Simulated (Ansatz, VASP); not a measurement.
# Mg2Sn: VASP beside Ansatz

```
CELL_PARAMETERS angstrom
0.00000 3.37994 3.37994
3.37994 0.00000 3.37994
3.37994 3.37994 0.00000
ATOMIC_POSITIONS crystal
Sn 0.00000 0.00000 0.00000
Mg 0.25000 0.25000 0.25000
Mg 0.75000 0.75000 0.75000
```

Alike in both runs: task single point; functional PBEsol; k mesh 4 × 4 × 4; no spin polarisation.

|  | VASP | Ansatz |
| --- | --- | --- |
| version | VASP 6.6.1 | Ansatz 0.2.0 |
| potentials or method | VASP PAW PBE potentials, release 64 (Sn_d, Mg) | plane waves |
| plane-wave cutoff (eV) | 600 | 420 |
| occupations | methfessel-paxton of order 1, width 0.05 eV | cold, width 0.05 eV |
| valence electrons in the cell | 18 | 34 |

Ansatz gave:

- pressure (GPa): -0.1

Estimate VASP's values.

pressure (GPa): -0.2.

VASP's potentials were made for PBE, not for PBEsol. VASP's potentials hold 18 valence electrons a cell and Ansatz's 34, so a difference there can come from the potentials and not from the codes.

The k mesh is coarse, so the values compare programs but aren't converged.
